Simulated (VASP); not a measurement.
# Mo (P6/mmm) in VASP: further runs

Runs on Mo. Level: r2SCAN. Tasks: single point.

Program: VASP 6.6.1. These are calculated values, not measurements. Logs are shortened: lines on timing, memory, paths and dates and some standing lists are left out, and cuts for length are marked.

## Step 1: The cell of the first run

Symmetry: P6/mmm, No. 191, hexagonal system. The conventional cell has a = 2.653 Å, b = 2.653 Å, c = 2.479 Å, α = 90.00°, β = 90.00°, γ = 120.00°. Within 3.3 Å of Mo (site symmetry 6/mmm) lie 8 Mo at 2.48 to 2.65 Å.

## Step 2: Single point, r2SCAN (strain -0.030 along x and y, -0.030 along z)

POSCAR

```
Mo
1.0
    2.6534450853      0.0000000000      0.0000000000
   -1.3267225426      2.2979508514      0.0000000000
    0.0000000000      0.0000000000      2.4785252790
Mo
1
Direct
    0.0000000000      0.0000000000      0.5000000000
```

INCAR.step1

```
ALGO = Normal ; EDIFF = 1E-4
ENCUT = 520 ; GGA = PE
ISMEAR = 0 ; LASPH = True
LCHARG = False ; LREAL = False
LWAVE = True ; NBANDS = 13
NELM = 80 ; PREC = Accurate
SIGMA = 0.15
```

INCAR.step2

```
ALGO = Normal ; EDIFF = 1E-7
ENCUT = 520 ; ISIF = 2
ISMEAR = 0 ; ISTART = 1
LASPH = True ; LCHARG = False
LMIXTAU = True ; LREAL = False
LWAVE = False ; METAGGA = R2SCAN
NBANDS = 13 ; NELM = 80
PREC = Accurate ; SIGMA = 0.15
```

KPOINTS

```
k-points
0
Gamma
  18 18 18
```

Potentials or basis: VASP PAW PBE potentials, release 64 (Mo_sv).

Launch:

```sh
$ cat potpaw_PBE.64/Mo_sv/POTCAR > POTCAR
$ cp INCAR.step1 INCAR
$ mpirun -np 1 vasp_std > vasp.out
$ cp INCAR.step2 INCAR
$ mpirun -np 1 vasp_std > vasp.out
```

OUTCAR:

```text
EDIFF = 1E-7
   ENCUT = 520
   ISIF = 2
   ISMEAR = 0
   ISTART = 1
   LASPH = True
   LREAL = False
   METAGGA = R2SCAN
   NELM = 80
   PREC = Accurate

 ion  position               nearest neighbor table
   1  0.000  0.000  0.500-

  LATTYP: Found a hexagonal cell.
 ALAT       =     2.6534450853
 C/A-ratio  =     0.9340782264

  Lattice vectors:

 A1 = (   2.6534450853,   0.0000000000,   0.0000000000)
 A2 = (  -1.3267225426,   2.2979508514,   0.0000000000)
 A3 = (   0.0000000000,   0.0000000000,   2.4785252790)

Analysis of symmetry for initial positions (statically):
=====================================================================
 Subroutine PRICEL returns:
 Original cell was already a primitive cell.

 Routine SETGRP: Setting up the symmetry group for a
 hexagonal supercell.

 Subroutine GETGRP returns: Found 24 space group operations
 (whereof 24 operations were pure point group operations)
 out of a pool of 24 trial point group operations.

The static configuration has the point symmetry D_6h.

Analysis of symmetry for dynamics (positions and initial velocities):
=====================================================================
 Subroutine PRICEL returns:
 Original cell was already a primitive cell.

 Routine SETGRP: Setting up the symmetry group for a
 hexagonal supercell.

 Subroutine GETGRP returns: Found 24 space group operations
 (whereof 24 operations were pure point group operations)
 out of a pool of 24 trial point group operations.

The dynamic configuration has the point symmetry D_6h.

 Subroutine INISYM returns: Found 24 space group operations
 (whereof 24 operations are pure point group operations),
 and found     1 'primitive' translations

----------------------------------------------------------------------------------------

                                     Primitive cell

  volume of cell :      15.1128

  direct lattice vectors                    reciprocal lattice vectors
     2.653445085  0.000000000  0.000000000     0.376868549  0.217585158  0.000000000
    -1.326722543  2.297950851  0.000000000     0.000000000  0.435170317  0.000000000
     0.000000000  0.000000000  2.478525279     0.000000000  0.000000000  0.403465726

  length of vectors
     2.653445085  2.653445085  2.478525279     0.435170317  0.435170317  0.403465726

  position of ions in fractional coordinates (direct lattice)
     0.000000000  0.000000000  0.500000000

  ion indices of the primitive-cell ions
   primitive index   ion index
                 1           1

----------------------------------------------------------------------------------------

 KPOINTS: k-points

Automatic generation of k-mesh.
 Grid dimensions read from file:
 generate k-points for:   18   18   18

 Generating k-lattice:

  Cartesian coordinates                     Fractional coordinates (reciprocal lattice)
     0.020937142  0.012088064  0.000000000     0.055555556 -0.000000000  0.000000000
     0.000000000  0.024176129  0.000000000     0.000000000  0.055555556  0.000000000
     0.000000000  0.000000000  0.022414763     0.000000000  0.000000000  0.055555556

  Length of vectors
     0.024176129  0.024176129  0.022414763

  Shift w.r.t. Gamma in fractional coordinates (k-lattice)
     0.000000000  0.000000000  0.000000000

 Subroutine IBZKPT returns following result:
 ===========================================

 Found    370 irreducible k-points:

 Following reciprocal coordinates:
            Coordinates               Weight
  0.000000  0.000000  0.000000      1.000000
  0.055556  0.000000  0.000000      6.000000
  0.111111  0.000000  0.000000      6.000000
  0.166667  0.000000  0.000000      6.000000
  0.222222  0.000000  0.000000      6.000000
  0.277778 -0.000000  0.000000      6.000000
[... 16 lines left out ...]
  0.333333  0.111111  0.000000     12.000000
  0.388889  0.111111  0.000000     12.000000
 [... further k-points ...]
   k-points           NKPTS =    370   k-points in BZ     NKDIM =    370   number of bands    NBANDS=     13
   number of dos      NEDOS =    301   number of ions     NIONS =      1
   total plane-waves  NPLWV =   7200
   dimension x,y,z NGX =    20 NGY =   20 NGZ =   18
   dimension x,y,z NGXF=    40 NGYF=   40 NGZF=   36
   ions per type =               1
   NGX,Y,Z   is equivalent  to a cutoff of  12.53, 12.53, 12.07 a.u.
   NGXF,Y,Z  is equivalent  to a cutoff of  25.06, 25.06, 24.15 a.u.
 SYSTEM =  unknown system
   PREC   = accura    normal or accurate (medium, high low for compatibility)
   ISTART =      1    job   : 0-new  1-cont  2-samecut
   ICHARG =      0    charge: 1-file 2-atom 10-const
   ISPIN  =      1    spin polarized calculation?
   LNONCOLLINEAR =      F non collinear calculations
   LSORBIT =      F    spin-orbit coupling
   LASPH  =      T    aspherical Exc in radial PAW
   ENCUT  =  520.0 eV  38.22 Ry    6.18 a.u.   4.93  4.93  4.61*2*pi/ulx,y,z
   NELM   =     80;   NELMIN=  2; NELMDL=  0     # of ELM steps
   EDIFF  = 0.1E-06   stopping-criterion for ELM
   LREAL  =      F    real-space projection
   EDIFFG = 0.1E-05   stopping-criterion for IOM
   NSW    =      0    number of steps for IOM
   IBRION =     -1    ionic relax: 0-MD 1-quasi-New 2-CG
   NFREE  =      0    steps in history (QN), initial steepest desc. (CG)
   ISIF   =      2    stress and relaxation
   ISYM   =      2    0-nonsym 1-usesym 2-fastsym
   POTIM  = 0.5000    time-step for ionic-motion
   TEBEG  =    0.0;   TEEND  =   0.0 temperature during run
   PSTRESS=    0.0 pullay stress
   NELECT =      14.0000    total number of electrons
   NUPDOWN=      -1.0000    fix difference up-down
   EMIN   =  10.00;   EMAX   =-10.00  energy-range for DOS
   EFERMI =   0.00;   METHOD = LEGACY
   ISMEAR =     0;   SIGMA  =   0.15  broadening in eV -4-tet -1-fermi 0-gaus
   EFERMI_NEDOS =   21; number of points for ismear=-14 and -15
   IALGO  =     38    algorithm
   IMIX   =      4    mixing-type and parameters
     AMIX     =   0.40;   BMIX     =  1.00
     AMIX_MAG =   1.60;   BMIX_MAG =  1.00
  volume/ion in A,a.u.               =      15.11       101.99
  Fermi-wavevector in a.u.,A,eV,Ry     =   1.595889  3.015794 34.652173  2.546863
  Thomas-Fermi vector in A             =   2.693738
   LORBIT       =      0    0 simple, 1 ext, 2 COOP (PROOUT), +10 PAW based schemes
   METAGGA = R2SCAN    functional components
   LHFCALC =     F    Hartree Fock is set to
   AEXX    =    0.0000 exact exchange contribution
   IVDW    =     0    specifies the selected vdW correction
   LEPSILON=     F    determine dielectric tensor
   LRPA    =     F    only Hartree local field effects (RPA)
 non-spin polarized calculation
 Gauss-broadening in eV      SIGMA  =   0.15
  energy-cutoff  :      520.00
  volume of cell :       15.11
 maximum number of plane-waves:       435
 NGX is ok and might be reduce to    20
   NGX =  9   NGY =  9   NGZ =  9

 number of electron      13.9999994 magnetization

 Free energy of the ion-electron system (eV)
  ---------------------------------------------------
  ext. energy  EPLUGINS =         0.00000000
  ---------------------------------------------------
  free energy    TOTEN  =       -25.03326870 eV

  energy without entropy =      -25.02477583  energy(sigma->0) =      -25.02902227

 E-fermi :  12.9917     XC(G=0): -14.7158

 val. band max:       12.9818534548   @ k =   0.0556   0.0556   0.3333
 cond. band min:      12.9930613904   @ k =   0.2778   0.1111   0.3333
 fundamental gap:      0.0112079357
 Fermi energy:        12.9917233539

 k-point     1 :       0.0000    0.0000    0.0000
  band No.  band energies     occupation
      1     -50.0624      2.00000
      2     -22.3046      2.00000
      3     -22.3046      2.00000
      4     -22.2152      2.00000
      5       5.5546      2.00000
      6       7.7763      2.00000
      7      11.8779      2.00000
      8      11.8779      2.00000
      9      17.9504      0.00000
     10      17.9504      0.00000
     11      26.5579      0.00000
     12      30.5881      0.00000
     13      35.9261      0.00000

 k-point     2 :       0.0556    0.0000    0.0000
  band No.  band energies     occupation
      1     -50.0521      2.00000
      2     -22.3683      2.00000
      3     -22.3185      2.00000
      4     -22.2086      2.00000
      5       5.6975      2.00000
      6       7.8389      2.00000
      7      11.7265      2.00000
      8      12.0092      2.00000
      9      17.7881      0.00000
     10      17.9245      0.00000
     11      26.8978      0.00000
     12      30.8738      0.00000
     13      35.0813      0.00000

 k-point     3 :       0.1111    0.0000    0.0000
  band No.  band energies     occupation
      1     -50.0223      2.00000
      2     -22.5498      2.00000
      3     -22.3584      2.00000
      4     -22.1898      2.00000
      5       6.0981      2.00000
      6       8.0231      2.00000
      7      11.3438      2.00000
      8      12.3979      2.00000
      9      17.3512      0.00000
     10      17.8509      0.00000
     11      27.8257      0.00000
     12      31.6705      0.00000
     13      33.4672      0.00000

 k-point     4 :       0.1667    0.0000    0.0000
  band No.  band energies     occupation
      1     -49.9762      2.00000
      2     -22.8220      2.00000
      3     -22.4189      2.00000
      4     -22.1608      2.00000
      5       6.6676      2.00000
      6       8.2996      2.00000
      7      10.9244      2.00000
      8      13.0275      0.73559
      9      16.7510      0.00000
     10      17.7400      0.00000
     11      29.0051      0.00000
     12      31.9230      0.00000
     13      32.8284      0.00000

 k-point     5 :       0.2222    0.0000    0.0000
  band No.  band energies     occupation
      1     -49.9192      2.00000
      2     -23.1471      2.00000
      3     -22.4924      2.00000
      4     -22.1250      2.00000
      5       7.2560      2.00000
      6       8.5351      2.00000
      7      10.7957      2.00000
      8      13.8685      0.00000
      9      16.0990      0.00000
     10      17.6070      0.00000
     11      29.1112      0.00000
     12      31.6892      0.00000
     13      32.7478      0.00000
[... 257 lines left out ...]
 k-point    22 :       0.2778    0.1111    0.0000
  band No.  band energies     occupation
      1     -49.7840      2.00000
      2     -23.7812      2.00000
      3     -22.7646      2.00000
      4     -22.0410      2.00000
      5       8.2212      2.00000
      6       8.8815      2.00000
      7      11.4061      2.00000
      8      14.9770      0.00000
      9      16.7544      0.00000
     10      17.0735      0.00000
     11      26.6007      0.00000
     12      28.7777      0.00000
     13      33.4354      0.00000

 k-point    23 :       0.3333    0.1111    0.0000
  band No.  band energies     occupation
      1     -49.7388      2.00000
      2     -23.9939      2.00000
      3     -22.8402      2.00000
      4     -22.0131      2.00000
      5       8.0093      2.00000
      6       9.1309      2.00000
      7      12.3821      2.00000
      8      14.6325      0.00000
      9      16.9324      0.00000
     10      17.8529      0.00000
     11      25.5090      0.00000
     12      27.8452      0.00000
     13      32.4239      0.00000

 k-point    24 :       0.3889    0.1111    0.0000
  band No.  band energies     occupation
      1     -49.7091      2.00000
      2     -24.1311      2.00000
      3     -22.8891      2.00000
      4     -21.9948      2.00000
      5       7.8228      2.00000
      6       9.3405      2.00000
      7      13.1544      0.12515
      8      14.4171      0.00000
      9      16.8418      0.00000
     10      18.6759      0.00000
     11      24.7569      0.00000
     12      27.0683      0.00000
     13      31.8042      0.00000

 [... further k-points ...]
[... 5 lines left out ...]
  --------------------------------------------------------------------------------------
  -------------------------------------------------------------------------------------
  Total        2.7158848      2.7158848      2.0702526      0.0000000      0.0000000      0.0000000
  in kB      287.9239117    287.9239117    219.4773597      0.0000000      0.0000000      0.0000000
  external PRESSURE =     265.1083943 kB  Pullay stress =       0.0000000 kB

 VOLUME and BASIS-vectors are now :
 -----------------------------------------------------------------------------
  energy-cutoff  :      520.00
  volume of cell :       15.11
      direct lattice vectors                 reciprocal lattice vectors
     2.653445085  0.000000000  0.000000000     0.376868549  0.217585158  0.000000000
    -1.326722543  2.297950851  0.000000000     0.000000000  0.435170317  0.000000000
     0.000000000  0.000000000  2.478525279     0.000000000  0.000000000  0.403465726

 POSITION                                       TOTAL-FORCE (eV/Angst)
 -----------------------------------------------------------------------------------
      0.00000      0.00000      1.23926        -0.000000      0.000000      0.000000
 -----------------------------------------------------------------------------------
    total drift:                               -0.000000      0.000000      0.000000

  FREE ENERGIE OF THE ION-ELECTRON SYSTEM (eV)
  ---------------------------------------------------
  free  energy   TOTEN  =       -25.0332687001 eV

  energy  without entropy=      -25.0247758338  energy(sigma->0) =      -25.02902227
```

Wall time 2 min (1 thread of Intel Xeon 6975P-C (Granite Rapids), shared host); peak memory 0.18 GiB.

What came out:

| Property | Result |
| --- | --- |
| Free energy | -25.0333 eV |
| Pressure | 26.5 GPa |
| Band gap on the k mesh | zero (band 7 reaches 14.22 eV, above the bottom of band 8 at 11.88 eV) |

Levels at points of the mesh, in eV from the Fermi level:
| k point | band 4 | band 5 | band 6 | band 7 | band 8 | band 9 | band 10 | band 11 |
| --- | --- | --- | --- | --- | --- | --- | --- | --- |
| (0.00, 0.00, 0.00) | -35.21 | -7.44 | -5.22 | -1.11 | -1.11 | 4.96 | 4.96 | 13.57 |
| (0.50, 0.00, 0.00) | -34.99 | -5.79 | -3.63 | 1.22 | 1.28 | 4.16 | 5.18 | 11.92 |
| (0.00, 0.00, 0.50) | -35.08 | -4.10 | -0.14 | -0.14 | 0.00 | 1.05 | 1.05 | 11.88 |
| (0.50, 0.00, 0.50) | -35.50 | -6.32 | -4.02 | -0.47 | 5.59 | 6.98 | 7.00 | 8.53 |

Caveat: the cell differs from its parent crystal (strain -0.030 along x and y, -0.030 along z); the PAW data sets were made with another functional, which shifts forces and pressure a little.

## Step 3: Single point, r2SCAN (strain -0.030 along x and y, -0.015 along z)

POSCAR, as its differences from that of step 2:

```diff
@@ -4,3 +4,3 @@
    -1.3267225426      2.2979508514      0.0000000000
-    0.0000000000      0.0000000000      2.4785252790
+    0.0000000000      0.0000000000      2.5168529895
 Mo
```

INCAR.step1

```
ALGO = Normal
EDIFF = 1E-4
ENCUT = 520
GGA = PE
ISMEAR = 0
LASPH = True
LCHARG = False
LREAL = False
LWAVE = True
NBANDS = 13
NELM = 100
PREC = Accurate
SIGMA = 0.15
```

INCAR.step2

```
ALGO = Normal
EDIFF = 1E-6
ENCUT = 520
ISIF = 2
ISMEAR = 0
ISTART = 1
LASPH = True
LCHARG = False
LMIXTAU = True
LREAL = False
LWAVE = False
METAGGA = R2SCAN
NBANDS = 13
NELM = 100
PREC = Accurate
SIGMA = 0.15
```

KPOINTS is that of step 2.

Potentials or basis: VASP PAW PBE potentials, release 64 (Mo_sv).

Launch:

```sh
$ cat potpaw_PBE.64/Mo_sv/POTCAR > POTCAR
$ cp INCAR.step1 INCAR
$ mpirun -np 1 vasp_std > vasp.out
$ cp INCAR.step2 INCAR
$ mpirun -np 1 vasp_std > vasp.out
```

Wall time 1.8 min (1 thread of Intel Xeon 6975P-C (Granite Rapids), shared host); peak memory 0.18 GiB.

It converged, with:

```yaml
Free_energy: -25.0587 eV
Pressure: 21.9 GPa
Band_gap_on_the_k_mesh: zero (band 7 reaches 13.77 eV, above the bottom of band 8 at 11.69 eV)
```

Stress tensor (GPa, compression positive):
```
26.41  0.00  0.00
 0.00 26.41  0.00
 0.00  0.00 12.91
```

Levels at points of the mesh, in eV from the Fermi level:
```csv
k point,band 5,band 6,band 7,band 8,band 9,band 10
"(0.00, 0.00, 0.00)",-7.45,-5.16,-1.11,-1.11,4.75,4.75
"(0.50, 0.00, 0.00)",-5.77,-3.54,0.94,1.25,3.94,5.16
"(0.00, 0.00, 0.50)",-4.24,-0.23,-0.23,-0.20,1.18,1.18
"(0.50, 0.00, 0.50)",-6.20,-4.13,-0.33,5.52,6.67,6.82
```

Caveat: the cell differs from its parent crystal (strain -0.030 along x and y, -0.015 along z); the PAW data sets were made with another functional, which shifts forces and pressure a little.

## Step 4: Single point, r2SCAN (strain -0.030 along x and y, +0.000 along z)

POSCAR, as its differences from that of step 3:

```diff
@@ -4,3 +4,3 @@
    -1.3267225426      2.2979508514      0.0000000000
-    0.0000000000      0.0000000000      2.5168529895
+    0.0000000000      0.0000000000      2.5551807000
 Mo
```

INCAR.step1

```
PREC = Accurate ; ENCUT = 520
ISMEAR = 0 ; SIGMA = 0.15
LREAL = F ; LASPH = T
NELM = 80 ; NBANDS = 13
GGA = PE ; ALGO = Normal
EDIFF = 1E-4 ; LWAVE = T
LCHARG = F
```

INCAR.step2

```
PREC = Accurate ; ENCUT = 520
EDIFF = 1E-6 ; ISMEAR = 0
SIGMA = 0.15 ; LREAL = F
LASPH = T ; NELM = 80
ALGO = Normal ; ISIF = 2
LWAVE = F ; LCHARG = T
METAGGA = R2SCAN ; LMIXTAU = T
LELF = T ; LVHAR = T
NBANDS = 13 ; ISTART = 1
```

KPOINTS

```
Automatic mesh
0
Gamma
  18 18 18
```

Launch:

```sh
$ cat potpaw_PBE.64/Mo_sv/POTCAR > POTCAR
$ cp INCAR.step1 INCAR
$ mpirun -np 1 vasp_std > vasp.out
$ cp INCAR.step2 INCAR
$ mpirun -np 1 vasp_std > vasp.out
```

Run time: 1.8 min. Hardware: 1 thread of Intel Xeon 6975P-C (Granite Rapids), shared host; peak memory 0.18 GiB.

The run converged. Its results:

```yaml
Free_energy: -25.0711 eV
Pressure: 17.7 GPa
Band_gap_on_the_k_mesh: zero (band 7 reaches 13.47 eV, above the bottom of band 8 at 11.50 eV)
```

Stress tensor (GPa, compression positive):
```
24.39  0.00  0.00
 0.00 24.39  0.00
 0.00  0.00  4.24
```

Levels at points of the mesh, in eV from the Fermi level:
```csv
k point,band 5,band 6,band 7,band 8,band 9,band 10
"(0.00, 0.00, 0.00)",-7.47,-5.11,-1.12,-1.12,4.56,4.56
"(0.50, 0.00, 0.00)",-5.76,-3.45,0.66,1.22,3.73,5.12
"(0.00, 0.00, 0.50)",-4.38,-0.41,-0.32,-0.32,1.29,1.29
"(0.50, 0.00, 0.50)",-6.10,-4.24,-0.22,5.44,6.36,6.65
```

Caveat: the cell differs from its parent crystal (strain -0.030 along x and y, +0.000 along z); the PAW data sets were made with another functional, which shifts forces and pressure a little.

(Part 1 of 2 ends here.)
